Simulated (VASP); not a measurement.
# Al9O in VASP: notebook

Runs on Al9O. Level: PBE. Tasks: single point, relaxation of the atoms.

Program: VASP 6.6.1. These are calculated values, not measurements. Logs are shortened: lines on timing, memory, paths and dates and some standing lists are left out, and cuts for length are marked.

### Step 1. The cell of the first run

The cell holds a slab with vacuum, 10 atoms: a = 2.854 Å, b = 2.854 Å, c = 34.261 Å, α = 90.00°, β = 90.00°, γ = 120.00°.

### Step 2. Single point, PBE

INCAR reads:

```
PREC = Accurate
ENCUT = 520
EDIFF = 1E-7
ISMEAR = 0
SIGMA = 0.1
LREAL = F
LASPH = T
NELM = 100
ALGO = Normal
ISIF = 2
LWAVE = F
LCHARG = F
LDIPOL = T
IDIPOL = 3
DIPOL = 0.5 0.5 0.423
GGA = PE
NBANDS = 28
```

KPOINTS reads:

```
Automatic mesh
0
Gamma
  9 9 1
```

POSCAR reads:

```
Al9O
1.0
    2.8535431555      0.0000000000      0.0000000000
   -1.4267715777      2.4712408634      0.0000000000
    0.0000000000      0.0000000000     34.2605579378
Al O
9 1
Direct
    0.3333333333      0.6666666667      0.1167523310
    0.0000000000      0.0000000000      0.1852090283
    0.6666666667      0.3333333333      0.2536657256
    0.0000000000      0.0000000000      0.3221224229
    0.3333333333      0.6666666667      0.3899858424
    0.0000000000      0.0000000000      0.4578168570
    0.6666666667      0.3333333333      0.5268325032
    0.0000000000      0.0000000000      0.5950901729
    0.3333333333      0.6666666667      0.6643370484
    0.3333333333      0.6666666667      0.7134729312
```

Potentials or basis: VASP PAW PBE potentials, release 64 (Al, O).

The run is started by

```
> cat potpaw_PBE.64/Al/POTCAR potpaw_PBE.64/O/POTCAR > POTCAR
> mpirun -np 1 vasp_std > vasp.out
```

OUTCAR:

```text
PREC = Accurate
   ENCUT = 520
   EDIFF = 1E-7
   ISMEAR = 0
   LREAL = F
   LASPH = T
   NELM = 100
   ISIF = 2
   GGA = PE

 ion  position               nearest neighbor table
   1  0.333  0.667  0.117-   2 2.87   2 2.87   2 2.87
   2  0.000  0.000  0.185-   1 2.87   3 2.87   1 2.87   3 2.87   3 2.87   1 2.87
   3  0.667  0.333  0.254-   2 2.87   4 2.87   2 2.87   4 2.87   2 2.87   4 2.87
   4  0.000  0.000  0.322-   5 2.85   5 2.85   5 2.85   3 2.87   3 2.87   3 2.87
   5  0.333  0.667  0.390-   6 2.85   6 2.85   6 2.85   4 2.85   4 2.85   4 2.85
   6  0.000  0.000  0.458-   5 2.85   5 2.85   5 2.85   7 2.88   7 2.88   7 2.88
   7  0.667  0.333  0.527-   8 2.86   8 2.86   8 2.86   6 2.88   6 2.88   6 2.88
   8  0.000  0.000  0.595-   7 2.86   7 2.86   7 2.86   9 2.89   9 2.89   9 2.89
   9  0.333  0.667  0.664-  10 1.68   8 2.89   8 2.89   8 2.89
  10  0.333  0.667  0.713-   9 1.68

  LATTYP: Found a hexagonal cell.
 ALAT       =     2.8535431555
 C/A-ratio  =    12.0063219902

  Lattice vectors:

 A1 = (   2.8535431555,   0.0000000000,   0.0000000000)
 A2 = (  -1.4267715777,   2.4712408634,   0.0000000000)
 A3 = (   0.0000000000,   0.0000000000,  34.2605579378)

Analysis of symmetry for initial positions (statically):
=====================================================================
 Subroutine PRICEL returns:
 Original cell was already a primitive cell.

 Routine SETGRP: Setting up the symmetry group for a
 hexagonal supercell.

 Subroutine GETGRP returns: Found  6 space group operations
 (whereof  6 operations were pure point group operations)
 out of a pool of 24 trial point group operations.

The static configuration has the point symmetry C_3v.

Analysis of symmetry for dynamics (positions and initial velocities):
=====================================================================
 Subroutine PRICEL returns:
 Original cell was already a primitive cell.

 Routine SETGRP: Setting up the symmetry group for a
 hexagonal supercell.

 Subroutine GETGRP returns: Found  6 space group operations
 (whereof  6 operations were pure point group operations)
 out of a pool of 24 trial point group operations.

The dynamic configuration has the point symmetry C_3v.

 Subroutine INISYM returns: Found  6 space group operations
 (whereof  6 operations are pure point group operations),
[... 109 lines left out ...]
   PSTRESS=    0.0 pullay stress
   NELECT =      33.0000    total number of electrons
   NUPDOWN=      -1.0000    fix difference up-down
   EMIN   =  10.00;   EMAX   =-10.00  energy-range for DOS
   EFERMI =   0.00;   METHOD = LEGACY
   ISMEAR =     0;   SIGMA  =   0.10  broadening in eV -4-tet -1-fermi 0-gaus
   EFERMI_NEDOS =   21; number of points for ismear=-14 and -15
   IALGO  =     38    algorithm
   IMIX   =      4    mixing-type and parameters
     AMIX     =   0.40;   BMIX     =  1.00
     AMIX_MAG =   1.60;   BMIX_MAG =  1.00
  volume/ion in A,a.u.               =      24.16       163.04
  Fermi-wavevector in a.u.,A,eV,Ry     =   0.843105  1.593237  9.671368  0.710825
  Thomas-Fermi vector in A             =   1.957919
   LORBIT       =      0    0 simple, 1 ext, 2 COOP (PROOUT), +10 PAW based schemes
   GGA     = PE    functional components
   LHFCALC =     F    Hartree Fock is set to
   AEXX    =    0.0000 exact exchange contribution
   IVDW    =     0    specifies the selected vdW correction
   LEPSILON=     F    determine dielectric tensor
   LRPA    =     F    only Hartree local field effects (RPA)
 non-spin polarized calculation
 Gauss-broadening in eV      SIGMA  =   0.10
  energy-cutoff  :      520.00
  volume of cell :      241.60
 maximum number of plane-waves:      6547
 NGX is ok and might be reduce to    24
   NGX = 11   NGY = 11   NGZ =127

 number of electron      33.0000002 magnetization

 dipolmoment           0.000000      0.000000      0.223419 electrons x Angstroem

 Free energy of the ion-electron system (eV)
  ---------------------------------------------------
  ext. energy  EPLUGINS =         0.00000000
  ---------------------------------------------------
  free energy    TOTEN  =       -37.98724528 eV

  energy without entropy =      -37.95648377  energy(sigma->0) =      -37.97186452

 E-fermi :   2.3721     XC(G=0):  -7.1147

 val. band max:        2.3173236881   @ k =   0.4444  -0.0000   0.0000
 cond. band min:       2.3768532643   @ k =   0.3333   0.2222   0.0000
 fundamental gap:      0.0595295762
 Fermi energy:         2.3720950453

 k-point     1 :       0.0000    0.0000    0.0000
  band No.  band energies     occupation
      1     -14.5619      2.00000
      2      -8.7023      2.00000
      3      -8.4257      2.00000
      4      -8.0570      2.00000
      5      -7.4694      2.00000
      6      -6.7462      2.00000
[... 361 lines left out ...]
     27       4.1708      0.00000
     28       4.3513      0.00000

------------------------ aborting loop because EDIFF is reached ----------------------------------------

 vacuum level on the upper side and lower side of the slab       (xc-potential included)         2.742        -2.906

  FORCE on cell =-STRESS in cart. coord.  units (eV):
  Direction    XX          YY          ZZ          XY          YZ          ZX
  --------------------------------------------------------------------------------------
  -------------------------------------------------------------------------------------
  Total        0.1902867      0.1902867     -0.0895889      0.0000000      0.0000000     -0.0000000
  in kB        1.2619000      1.2619000     -0.5941154      0.0000000      0.0000000     -0.0000000
  external PRESSURE =       0.6432282 kB  Pullay stress =       0.0000000 kB

 VOLUME and BASIS-vectors are now :
 -----------------------------------------------------------------------------
  energy-cutoff  :      520.00
  volume of cell :      241.60
      direct lattice vectors                 reciprocal lattice vectors
     2.853543156  0.000000000  0.000000000     0.350441520  0.202327506  0.000000000
    -1.426771578  2.471240863  0.000000000     0.000000000  0.404655012  0.000000000
     0.000000000  0.000000000 34.260557938     0.000000000  0.000000000  0.029188083

 POSITION                                       TOTAL-FORCE (eV/Angst)
 -----------------------------------------------------------------------------------
     -0.00000      1.64749      4.00000         0.000000     -0.000000     -0.056830
      0.00000      0.00000      6.34536         0.000000     -0.000000      0.031931
      1.42677      0.82375      8.69073        -0.000000      0.000000     -0.002619
      0.00000      0.00000     11.03609         0.000000     -0.000000     -0.039334
     -0.00000      1.64749     13.36113         0.000000     -0.000000      0.046458
      0.00000      0.00000     15.68506         0.000000     -0.000000      0.155632
      1.42677      0.82375     18.04958         0.000000     -0.000000     -0.249578
      0.00000      0.00000     20.38812         0.000000     -0.000000      0.368409
     -0.00000      1.64749     22.76056        -0.000000     -0.000000     -0.323778
     -0.00000      1.64749     24.44398        -0.000000      0.000000      0.069708
 -----------------------------------------------------------------------------------
    total drift:                                0.000000     -0.000000      0.001173

  FREE ENERGIE OF THE ION-ELECTRON SYSTEM (eV)
  ---------------------------------------------------
  free  energy   TOTEN  =       -37.9872452833 eV

  energy  without entropy=      -37.9564837658  energy(sigma->0) =      -37.97186452

 vacuum level on the upper side and lower side of the slab        12.081         6.341
```

It took 5.5 min on 1 thread of Intel Xeon Platinum 8488C (Sapphire Rapids), shared host; peak memory 0.36 GiB.

What came out:

```
Free energy            : -37.9872 eV
Largest force          : 0.368 eV/Å
Band gap on the k mesh : zero (an odd number of electrons rules out a gap without spin polarisation)
```

Forces on the atoms (eV/Å):
```
Al   0.000  0.000 -0.057
Al   0.000  0.000  0.032
Al   0.000  0.000 -0.003
Al   0.000  0.000 -0.039
Al   0.000  0.000  0.046
Al   0.000  0.000  0.156
Al   0.000  0.000 -0.250
Al   0.000  0.000  0.368
Al   0.000  0.000 -0.324
O    0.000  0.000  0.070
```

Levels at points of the mesh, in eV from the Fermi level:
| k point | band 12 | band 13 | band 14 | band 15 | band 16 | band 17 | band 18 | band 19 |
| --- | --- | --- | --- | --- | --- | --- | --- | --- |
| (0.00, 0.00, 0.00) | -2.56 | -1.44 | -0.11 | 0.38 | 0.38 | 1.39 | 2.88 | 4.02 |

Caveat: an odd number of electrons without spin polarisation forces a metal; a magnetic or distorted state may lie lower.

### Step 3. Single point, PBE

INCAR reads:

```
SYSTEM = Al9O
PREC = Accurate ; ENCUT = 520
EDIFF = 1E-7 ; ISMEAR = 0
SIGMA = 0.1 ; LREAL = .FALSE.
LASPH = .TRUE. ; NELM = 100
ALGO = Normal ; ISIF = 2
LWAVE = .FALSE. ; LCHARG = .FALSE.
LDIPOL = .TRUE. ; IDIPOL = 3
DIPOL = 0.5 0.5 0.420 ; GGA = PE
NBANDS = 28
```

KPOINTS reads:

```
regular mesh
0
G
  9 9 1
  0 0 0
```

POSCAR, as its differences from that of step 2:

```diff
@@ -17,2 +17,2 @@
     0.3333333333      0.6666666667      0.6643370484
-    0.3333333333      0.6666666667      0.7134729312
+    0.6666666667      1.3333333333      0.6855719654
```

Potentials or basis: VASP PAW PBE potentials, release 64 (Al, O).

The run is started by

```
> cat potpaw_PBE.64/Al/POTCAR potpaw_PBE.64/O/POTCAR > POTCAR
> mpirun -np 1 vasp_std > vasp.out
```

OUTCAR:

```text
SYSTEM = Al9O
   PREC = Accurate
   ENCUT = 520
   EDIFF = 1E-7
   ISMEAR = 0
   LREAL = .FALSE.
   LASPH = .TRUE.
   NELM = 100
   ISIF = 2
   GGA = PE

 ion  position               nearest neighbor table
   1  0.333  0.667  0.117-   2 2.87   2 2.87   2 2.87
   2  0.000  0.000  0.185-   1 2.87   3 2.87   1 2.87   3 2.87   3 2.87   1 2.87
   3  0.667  0.333  0.254-   2 2.87   4 2.87   2 2.87   4 2.87   2 2.87   4 2.87
   4  0.000  0.000  0.322-   5 2.85   5 2.85   5 2.85   3 2.87   3 2.87   3 2.87
   5  0.333  0.667  0.390-   6 2.85   6 2.85   6 2.85   4 2.85   4 2.85   4 2.85
[... 587 lines left out ...]
  external PRESSURE =       6.0826121 kB  Pullay stress =       0.0000000 kB

 VOLUME and BASIS-vectors are now :
 -----------------------------------------------------------------------------
  energy-cutoff  :      520.00
  volume of cell :      241.60
      direct lattice vectors                 reciprocal lattice vectors
     2.853543156  0.000000000  0.000000000     0.350441520  0.202327506  0.000000000
    -1.426771578  2.471240863  0.000000000     0.000000000  0.404655012  0.000000000
     0.000000000  0.000000000 34.260557938     0.000000000  0.000000000  0.029188083

 POSITION                                       TOTAL-FORCE (eV/Angst)
 -----------------------------------------------------------------------------------
     -0.00000      1.64749      4.00000         0.000000      0.000000     -0.080503
      0.00000      0.00000      6.34536         0.000000     -0.000000      0.040395
      1.42677      0.82375      8.69073        -0.000000     -0.000000     -0.047172
      0.00000      0.00000     11.03609        -0.000000      0.000000      0.026613
     -0.00000      1.64749     13.36113         0.000000      0.000000      0.016002
      0.00000      0.00000     15.68506         0.000000      0.000000      0.108763
      1.42677      0.82375     18.04958        -0.000000      0.000000     -0.091120
      0.00000      0.00000     20.38812         0.000000      0.000000     -0.055778
     -0.00000      1.64749     22.76056        -0.000000      0.000000      0.097878
      1.42677      0.82375     23.48808         0.000000      0.000000     -0.015077
 -----------------------------------------------------------------------------------
    total drift:                               -0.000000      0.000000      0.000373

  FREE ENERGIE OF THE ION-ELECTRON SYSTEM (eV)
  ---------------------------------------------------
  free  energy   TOTEN  =       -42.4969168346 eV

  energy  without entropy=      -42.4701726734  energy(sigma->0) =      -42.48354475

 vacuum level on the upper side and lower side of the slab         8.316         7.362
```

OSZICAR:

```text
N       E                     dE             d eps       ncg     rms          rms(c)
DAV:   1     0.111322754719E+03    0.11132E+03   -0.11329E+04   680   0.899E+02
DAV:   2    -0.293275082301E+02   -0.14065E+03   -0.13184E+03   888   0.164E+02
DAV:   3    -0.443066262274E+02   -0.14979E+02   -0.14715E+02   880   0.510E+01
[... 33 lines left out ...]
DAV:  37    -0.424969146479E+02   -0.70470E-06   -0.24053E-07   664   0.199E-03    0.118E-03
DAV:  38    -0.424969161913E+02   -0.15434E-05   -0.11071E-07   552   0.204E-03    0.614E-04
DAV:  39    -0.424969166213E+02   -0.43003E-06   -0.13872E-07   604   0.187E-03    0.249E-04
DAV:  40    -0.424969167357E+02   -0.11435E-06   -0.49021E-08   484   0.106E-03    0.127E-04
DAV:  41    -0.424969168346E+02   -0.98904E-07   -0.15220E-08   488   0.646E-04
   1 F= -.42496917E+02 E0= -.42483545E+02  d E =-.267442E-01
```

Wall time 5.8 min (1 thread of Intel Xeon Platinum 8488C (Sapphire Rapids), shared host); peak memory 0.38 GiB.

Results:

- Free energy: -42.4969 eV
- Largest force: 0.109 eV/Å
- Band gap on the k mesh: zero (an odd number of electrons rules out a gap without spin polarisation)

Forces in eV/Å, atoms in the order of the input:
```
Al   0.000  0.000 -0.081
Al   0.000  0.000  0.040
Al   0.000  0.000 -0.047
Al   0.000  0.000  0.027
Al   0.000  0.000  0.016
Al   0.000  0.000  0.109
Al   0.000  0.000 -0.091
Al   0.000  0.000 -0.056
Al   0.000  0.000  0.098
O    0.000  0.000 -0.015
```

Levels at points of the mesh, in eV from the Fermi level:
| k point | band 13 | band 14 | band 15 | band 16 | band 17 | band 18 |
| --- | --- | --- | --- | --- | --- | --- |
| (0.00, 0.00, 0.00) | -4.06 | -2.65 | -1.17 | 0.40 | 1.94 | 3.25 |

Caveat: an odd number of electrons without spin polarisation forces a metal; a magnetic or distorted state may lie lower.

[end of part 1 of 2]
